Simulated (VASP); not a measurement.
# Ti (P6_3/mmc) in VASP: further runs

The runs below take Ti through electric field gradients, with PBE.

Program: VASP 6.6.1. These are calculated values, not measurements. Logs are shortened: lines on timing, memory, paths and dates and some standing lists are left out, and cuts for length are marked.

**1. The cell of the first run**

It takes space group P6_3/mmc (No. 194, hexagonal). Conventional cell: a = 3.008 Å, b = 3.008 Å, c = 4.778 Å, α = 90.00°, β = 90.00°, γ = 120.00°. Ti (site symmetry -6m2) has 12 Ti at 2.95 to 3.01 Å within 3.9 Å.

**2. Electric field gradients, PBE (volume scaled by 1.06)**

Contents of INCAR:

```
SYSTEM = Ti
  PREC = Accurate
  ENCUT = 520
  EDIFF = 1E-8
  ISMEAR = -1
  SIGMA = 0.08
  LREAL = .FALSE.
  LASPH = .TRUE.
  NELM = 60
  ALGO = Normal
  ISIF = 2
  LWAVE = .FALSE.
  LCHARG = .FALSE.
  GGA = PE
  LEFG = .TRUE.
  NBANDS = 19
```

Contents of KPOINTS:

```
regular mesh
0
G
  13 13 7
  0 0 0
```

Contents of POSCAR:

```
Ti
1.0
    3.0078556446      0.0000000000      0.0000000000
   -1.5039278223      2.6048793991      0.0000000000
    0.0000000000      0.0000000000      4.7779056859
Ti
2
Direct
    0.3333333333      0.6666666667      0.2500000000
    0.6666666667      0.3333333333      0.7500000000
```

Potentials or basis: VASP PAW PBE potentials, release 64 (Ti_sv).

Started as:

```bash
$ cat potpaw_PBE.64/Ti_sv/POTCAR > POTCAR
$ mpirun -np 1 vasp_std > vasp.out
```

OUTCAR:

```text
SYSTEM = Ti
   PREC = Accurate
   ENCUT = 520
   EDIFF = 1E-8
   ISMEAR = -1
   LREAL = .FALSE.
   LASPH = .TRUE.
   NELM = 60
   ISIF = 2
   GGA = PE

 ion  position               nearest neighbor table
   1  0.333  0.667  0.250-
   2  0.667  0.333  0.750-

  LATTYP: Found a hexagonal cell.
 ALAT       =     3.0078556446
 C/A-ratio  =     1.5884757284

  Lattice vectors:

 A1 = (   3.0078556446,   0.0000000000,   0.0000000000)
 A2 = (  -1.5039278223,   2.6048793991,   0.0000000000)
 A3 = (   0.0000000000,   0.0000000000,   4.7779056859)

Analysis of symmetry for initial positions (statically):
=====================================================================
 Subroutine PRICEL returns:
 Original cell was already a primitive cell.

 Routine SETGRP: Setting up the symmetry group for a
 hexagonal supercell.

 Subroutine GETGRP returns: Found 24 space group operations
 (whereof 12 operations were pure point group operations)
 out of a pool of 24 trial point group operations.

The static configuration has the point symmetry D_3d.
 The point group associated with its full space group is D_6h.

Analysis of symmetry for dynamics (positions and initial velocities):
=====================================================================
 Subroutine PRICEL returns:
 Original cell was already a primitive cell.

 Routine SETGRP: Setting up the symmetry group for a
 hexagonal supercell.

 Subroutine GETGRP returns: Found 24 space group operations
 (whereof 12 operations were pure point group operations)
 out of a pool of 24 trial point group operations.

The dynamic configuration has the point symmetry D_3d.
 The point group associated with its full space group is D_6h.

 Subroutine INISYM returns: Found 24 space group operations
 (whereof 12 operations are pure point group operations),
 and found     1 'primitive' translations

----------------------------------------------------------------------------------------

                                     Primitive cell

  volume of cell :      37.4354

  direct lattice vectors                    reciprocal lattice vectors
     3.007855645  0.000000000  0.000000000     0.332462764  0.191947466  0.000000000
    -1.503927822  2.604879399  0.000000000     0.000000000  0.383894932  0.000000000
     0.000000000  0.000000000  4.777905686     0.000000000  0.000000000  0.209296722

  length of vectors
     3.007855645  3.007855645  4.777905686     0.383894932  0.383894932  0.209296722

  position of ions in fractional coordinates (direct lattice)
     0.333333333  0.666666667  0.250000000
     0.666666667  0.333333333  0.750000000

  ion indices of the primitive-cell ions
   primitive index   ion index
                 1           1
                 2           2

----------------------------------------------------------------------------------------

 KPOINTS: regular mesh

Automatic generation of k-mesh.
 Grid dimensions read from file:
 generate k-points for:   13   13    7

 Generating k-lattice:

  Cartesian coordinates                     Fractional coordinates (reciprocal lattice)
     0.025574059  0.014765190  0.000000000     0.076923077  0.000000000  0.000000000
     0.000000000  0.029530379  0.000000000     0.000000000  0.076923077  0.000000000
     0.000000000  0.000000000  0.029899532     0.000000000  0.000000000  0.142857143

  Length of vectors
     0.029530379  0.029530379  0.029899532

  Shift w.r.t. Gamma in fractional coordinates (k-lattice)
     0.000000000  0.000000000  0.000000000

 Subroutine IBZKPT returns following result:
 ===========================================

 Found     84 irreducible k-points:

 Following reciprocal coordinates:
            Coordinates               Weight
  0.000000  0.000000  0.000000      1.000000
  0.076923 -0.000000  0.000000      6.000000
  0.153846 -0.000000  0.000000      6.000000
  0.230769 -0.000000  0.000000      6.000000
  0.307692 -0.000000  0.000000      6.000000
  0.384615 -0.000000  0.000000      6.000000
[... 16 lines left out ...]
  0.076923 -0.000000  0.142857     12.000000
  0.153846 -0.000000  0.142857     12.000000
 [... further k-points ...]
   k-points           NKPTS =     84   k-points in BZ     NKDIM =     84   number of bands    NBANDS=     19
   number of dos      NEDOS =    301   number of ions     NIONS =      2
   total plane-waves  NPLWV =  20736
   dimension x,y,z NGX =    24 NGY =   24 NGZ =   36
   dimension x,y,z NGXF=    48 NGYF=   48 NGZF=   72
   ions per type =               2
   NGX,Y,Z   is equivalent  to a cutoff of  13.26, 13.26, 12.53 a.u.
   NGXF,Y,Z  is equivalent  to a cutoff of  26.53, 26.53, 25.05 a.u.
 SYSTEM =  Ti
   PREC   = accura    normal or accurate (medium, high low for compatibility)
   ISTART =      0    job   : 0-new  1-cont  2-samecut
   ICHARG =      2    charge: 1-file 2-atom 10-const
   ISPIN  =      1    spin polarized calculation?
   LNONCOLLINEAR =      F non collinear calculations
   LSORBIT =      F    spin-orbit coupling
   LASPH  =      T    aspherical Exc in radial PAW
   ENCUT  =  520.0 eV  38.22 Ry    6.18 a.u.   5.59  5.59  8.88*2*pi/ulx,y,z
   NELM   =     60;   NELMIN=  2; NELMDL= -5     # of ELM steps
   EDIFF  = 0.1E-07   stopping-criterion for ELM
   LREAL  =      F    real-space projection
   EDIFFG = 0.1E-06   stopping-criterion for IOM
   NSW    =      0    number of steps for IOM
   IBRION =     -1    ionic relax: 0-MD 1-quasi-New 2-CG
   NFREE  =      0    steps in history (QN), initial steepest desc. (CG)
   ISIF   =      2    stress and relaxation
   ISYM   =      2    0-nonsym 1-usesym 2-fastsym
   POTIM  = 0.5000    time-step for ionic-motion
   TEBEG  =    0.0;   TEEND  =   0.0 temperature during run
   PSTRESS=    0.0 pullay stress
   NELECT =      24.0000    total number of electrons
   NUPDOWN=      -1.0000    fix difference up-down
   EMIN   =  10.00;   EMAX   =-10.00  energy-range for DOS
   EFERMI =   0.00;   METHOD = LEGACY
   ISMEAR =    -1;   SIGMA  =   0.08  broadening in eV -4-tet -1-fermi 0-gaus
   EFERMI_NEDOS =   21; number of points for ismear=-14 and -15
   IALGO  =     38    algorithm
   IMIX   =      4    mixing-type and parameters
     AMIX     =   0.40;   BMIX     =  1.00
     AMIX_MAG =   1.60;   BMIX_MAG =  1.00
  volume/ion in A,a.u.               =      18.72       126.31
  Fermi-wavevector in a.u.,A,eV,Ry     =   1.411620  2.667575 27.111941  1.992671
  Thomas-Fermi vector in A             =   2.533453
   LORBIT       =      0    0 simple, 1 ext, 2 COOP (PROOUT), +10 PAW based schemes
   GGA     = PE    functional components
   LHFCALC =     F    Hartree Fock is set to
   AEXX    =    0.0000 exact exchange contribution
   IVDW    =     0    specifies the selected vdW correction
   LEPSILON=     F    determine dielectric tensor
   LRPA    =     F    only Hartree local field effects (RPA)
 non-spin polarized calculation
  energy-cutoff  :      520.00
  volume of cell :       37.44
 maximum number of plane-waves:      1032
 NGX is ok and might be reduce to    24
   NGX = 11   NGY = 11   NGZ = 17

 number of electron      23.9999996 magnetization

 Free energy of the ion-electron system (eV)
  ---------------------------------------------------
  ext. energy  EPLUGINS =         0.00000000
  ---------------------------------------------------
  free energy    TOTEN  =       -15.62996242 eV

  energy without entropy =      -15.57789944  energy(sigma->0) =      -15.60393093

 E-fermi :   7.5552     XC(G=0): -11.1493

 val. band max:        7.5547201952   @ k =   0.3846   0.2308   0.2857
 cond. band min:       7.5663802576   @ k =   0.0000   0.0000   0.2857
 fundamental gap:      0.0116600624
 Fermi energy:         7.5551758583

 k-point     1 :       0.0000    0.0000    0.0000
  band No.  band energies     occupation
      1     -49.4172      2.00000
      2     -49.3178      2.00000
      3     -25.9234      2.00000
      4     -25.4172      2.00000
      5     -25.4172      2.00000
      6     -25.3729      2.00000
[... 11 lines left out ...]
     18       9.0741      0.00000
     19      10.4418      0.00000

 k-point     2 :       0.0769   -0.0000    0.0000
  band No.  band energies     occupation
      1     -49.4129      2.00000
      2     -49.3161      2.00000
      3     -25.9134      2.00000
      4     -25.4380      2.00000
      5     -25.4242      2.00000
      6     -25.3772      2.00000
[... 476 lines left out ...]
 k-point    24 :       0.1538   -0.0000    0.1429
  band No.  band energies     occupation
      1     -49.3964      2.00000
      2     -49.3160      2.00000
      3     -25.8633      2.00000
      4     -25.4900      2.00000
      5     -25.4512      2.00000
      6     -25.4383      2.00000
[... 11 lines left out ...]
     18       9.2046      0.00000
     19      10.5560      0.00000

 [... further k-points ...]
[... 5 lines left out ...]
  --------------------------------------------------------------------------------------
  -------------------------------------------------------------------------------------
  Total       -1.6632873     -1.6632873     -1.7700010      0.0000000      0.0000000      0.0000000
  in kB      -71.1861779    -71.1861779    -75.7533613      0.0000000      0.0000000      0.0000000
  external PRESSURE =     -72.7085724 kB  Pullay stress =       0.0000000 kB

 VOLUME and BASIS-vectors are now :
 -----------------------------------------------------------------------------
  energy-cutoff  :      520.00
  volume of cell :       37.44
      direct lattice vectors                 reciprocal lattice vectors
     3.007855645  0.000000000  0.000000000     0.332462764  0.191947466  0.000000000
    -1.503927822  2.604879399  0.000000000     0.000000000  0.383894932  0.000000000
     0.000000000  0.000000000  4.777905686     0.000000000  0.000000000  0.209296722

 POSITION                                       TOTAL-FORCE (eV/Angst)
 -----------------------------------------------------------------------------------
     -0.00000      1.73659      1.19448        -0.000000      0.000000      0.000000
      1.50393      0.86829      3.58343         0.000000     -0.000000      0.000000
 -----------------------------------------------------------------------------------
    total drift:                               -0.000000      0.000000     -0.000000

  FREE ENERGIE OF THE ION-ELECTRON SYSTEM (eV)
  ---------------------------------------------------
  free  energy   TOTEN  =       -15.6299624244 eV

  energy  without entropy=      -15.5778994362  energy(sigma->0) =      -15.60393093

 Electric field gradients (V/A^2)
---------------------------------------------------------------------
 ion       V_xx      V_yy      V_zz      V_xy      V_xz      V_yz
---------------------------------------------------------------------
   1      -7.099    -7.100    14.199    -0.001     0.000    -0.000
   2      -7.099    -7.100    14.199    -0.001    -0.000     0.000
---------------------------------------------------------------------

 Electric field gradients after diagonalization (V/A^2)
 (convention: |V_zz| > |V_xx| > |V_yy|)
----------------------------------------------------------------------
 ion       V_xx      V_yy      V_zz     asymmetry (V_yy - V_xx)/ V_zz
----------------------------------------------------------------------
   1      -7.101    -7.098    14.199       0.000
   2      -7.101    -7.098    14.199       0.000
----------------------------------------------------------------------

           NMR quadrupolar parameters

 Cq : quadrupolar parameter    Cq=e*Q*V_zz/h
 eta: asymmetry parameters     (V_yy - V_xx)/ V_zz
 Q  : nuclear electric quadrupole moment in mb (millibarn)
----------------------------------------------------------------------
 ion       Cq(MHz)       eta       Q (mb)
----------------------------------------------------------------------
   1       0.034       0.000       1.000
   2       0.034       0.000       1.000
----------------------------------------------------------------------
```

Wall time 45 s (1 thread of Intel Xeon 6975P-C, shared host); peak memory 0.18 GiB.

What came out:

```
Free energy            : -15.6300 eV
Pressure               : -7.3 GPa
Band gap on the k mesh : zero (band 12 reaches 8.30 eV, above the bottom of band 13 at 7.28 eV)
```

Electric field gradients, principal values (V/Å²):
| atom | least | middle | greatest (by size) |
| --- | --- | --- | --- |
| 1 Ti | -7.098 | -7.101 | 14.199 |
| 2 Ti | -7.098 | -7.101 | 14.199 |

Caveat: without QUAD_EFG the Cq values of the log hold for a quadrupole moment of 1 mb, not for the nuclei.

**3. Electric field gradients, PBE (equal xx and yy strain of +1 %)**

Contents of INCAR:

```
SYSTEM = Ti
PREC     = Accurate       ! precision mode
ENCUT    = 520            ! plane-wave cutoff, eV
EDIFF    = 1E-8           ! SCF threshold, eV
ISMEAR   = -1             ! smearing method
SIGMA    = 0.08           ! smearing width, eV
LREAL    = .False.        ! projectors in reciprocal space
LASPH    = .True.         ! aspherical terms in the spheres
NELM     = 60             ! most SCF steps
ALGO     = Normal         ! electronic algorithm
ISIF     = 2              ! what is computed and relaxed
LWAVE    = .False.        ! write WAVECAR
LCHARG   = .False.        ! write CHGCAR
GGA      = PE             ! functional
LEFG     = .True.       
NBANDS   = 19             ! bands
```

Contents of KPOINTS:

```
regular mesh
0
Gamma
  13 13 7
  0 0 0
```

Contents of POSCAR:

```
Ti
1.0
    2.9794978390      0.0000000000      0.0000000000
   -1.4897489195      2.5803208191      0.0000000000
    0.0000000000      0.0000000000      4.6860000000
Ti
2
Direct
    0.3333333333      0.6666666667      0.2500000000
    0.6666666667      0.3333333333      0.7500000000
```

Potentials or basis: VASP PAW PBE potentials, release 64 (Ti_sv).

Started as:

```bash
$ cat potpaw_PBE.64/Ti_sv/POTCAR > POTCAR
$ mpirun -np 1 vasp_std > vasp.out
```

OUTCAR:

```text
SYSTEM = Ti
   PREC = Accurate
   ENCUT = 520
   EDIFF = 1E-8
   ISMEAR = -1
   LREAL = .False.
   LASPH = .True.
   NELM = 60
   ISIF = 2
   GGA = PE

 ion  position               nearest neighbor table
   1  0.333  0.667  0.250-   2 2.91   2 2.91   2 2.91   2 2.91   2 2.91   2 2.91
   2  0.667  0.333  0.750-   1 2.91   1 2.91   1 2.91   1 2.91   1 2.91   1 2.91

  LATTYP: Found a hexagonal cell.
 ALAT       =     2.9794978390
 C/A-ratio  =     1.5727482459

  Lattice vectors:

 A1 = (   2.9794978390,   0.0000000000,   0.0000000000)
 A2 = (  -1.4897489195,   2.5803208191,   0.0000000000)
[... 743 lines left out ...]
  free  energy   TOTEN  =       -15.6785428909 eV

  energy  without entropy=      -15.6289521849  energy(sigma->0) =      -15.65374754

 Electric field gradients (V/A^2)
---------------------------------------------------------------------
 ion       V_xx      V_yy      V_zz      V_xy      V_xz      V_yz
---------------------------------------------------------------------
   1      -8.687    -8.687    17.374    -0.001     0.000    -0.000
   2      -8.687    -8.687    17.374    -0.001    -0.000     0.000
---------------------------------------------------------------------

 Electric field gradients after diagonalization (V/A^2)
 (convention: |V_zz| > |V_xx| > |V_yy|)
----------------------------------------------------------------------
 ion       V_xx      V_yy      V_zz     asymmetry (V_yy - V_xx)/ V_zz
----------------------------------------------------------------------
   1      -8.688    -8.686    17.374       0.000
   2      -8.688    -8.686    17.374       0.000
----------------------------------------------------------------------

           NMR quadrupolar parameters

 Cq : quadrupolar parameter    Cq=e*Q*V_zz/h
 eta: asymmetry parameters     (V_yy - V_xx)/ V_zz
 Q  : nuclear electric quadrupole moment in mb (millibarn)
----------------------------------------------------------------------
 ion       Cq(MHz)       eta       Q (mb)
----------------------------------------------------------------------
   1       0.042       0.000       1.000
   2       0.042       0.000       1.000
----------------------------------------------------------------------
```

OSZICAR:

```text
N       E                     dE             d eps       ncg     rms          rms(c)
DAV:   1     0.262127161795E+03    0.26213E+03   -0.13067E+04  3192   0.156E+03
DAV:   2     0.121638176043E+02   -0.24996E+03   -0.24608E+03  3285   0.440E+02
DAV:   3    -0.164811046068E+02   -0.28645E+02   -0.28357E+02  5933   0.123E+02
DAV:   4    -0.178125472997E+02   -0.13314E+01   -0.13283E+01  3776   0.267E+01
DAV:   5    -0.178749847018E+02   -0.62437E-01   -0.62429E-01  4683   0.420E+00    0.115E+01
DAV:   6    -0.156766578472E+02    0.21983E+01   -0.82206E+00  3737   0.282E+01    0.278E+00
DAV:   7    -0.156628811098E+02    0.13777E-01   -0.69163E-01  4788   0.587E+00    0.203E+00
DAV:   8    -0.156858966735E+02   -0.23016E-01   -0.19213E-01  3564   0.504E+00    0.663E-01
DAV:   9    -0.156781723667E+02    0.77243E-02   -0.44573E-02  3671   0.208E+00    0.660E-02
DAV:  10    -0.156785027511E+02   -0.33038E-03   -0.27716E-03  4650   0.315E-01    0.786E-02
DAV:  11    -0.156785514265E+02   -0.48675E-04   -0.12667E-04  3738   0.740E-02    0.352E-02
DAV:  12    -0.156785414538E+02    0.99727E-05   -0.28920E-05  3720   0.446E-02    0.704E-03
DAV:  13    -0.156785419858E+02   -0.53197E-06   -0.16784E-06  3822   0.117E-02    0.748E-04
DAV:  14    -0.156785426503E+02   -0.66447E-06   -0.15597E-07  4630   0.218E-03    0.663E-04
DAV:  15    -0.156785429243E+02   -0.27399E-06   -0.26557E-08  3214   0.129E-03    0.315E-04
DAV:  16    -0.156785428995E+02    0.24805E-07   -0.41673E-09  1789   0.502E-04    0.872E-05
DAV:  17    -0.156785428909E+02    0.85697E-08   -0.51672E-10  1737   0.200E-04
   1 F= -.15678543E+02 E0= -.15653748E+02  d E =-.495907E-01
```

stdout:

```text
POSCAR found type information on POSCAR Ti
 POSCAR found :  1 types and       2 ions
 scaLAPACK will be used
 LDA part: xc-table for (Slater+PW92), standard interpolation
 POSCAR, INCAR and KPOINTS ok, starting setup
 FFT: planning ... GRIDC
 FFT: planning ... GRID_SOFT
 FFT: planning ... GRID
 WAVECAR not read
 entering main loop
ion   1

ion   2
```

Run time: 87 s. Hardware: 1 thread of Intel Xeon Platinum 8259CL at 2.50GHz (Skylake/Cascade Lake), shared host; peak memory 0.18 GiB.

Results:

| Property | Result |
| --- | --- |
| Free energy | -15.6785 eV |
| Pressure | -3.8 GPa |
| Band gap on the k mesh | zero (band 12 reaches 8.70 eV, above the bottom of band 13 at 7.64 eV) |

Electric field gradients, principal values (V/Å²):
```csv
atom,least,middle,greatest (by size)
1 Ti,-8.686,-8.688,17.374
2 Ti,-8.686,-8.688,17.374
```

Caveat: the cell differs from its parent crystal (equal xx and yy strain of +1 %); without QUAD_EFG the Cq values of the log hold for a quadrupole moment of 1 mb, not for the nuclei.
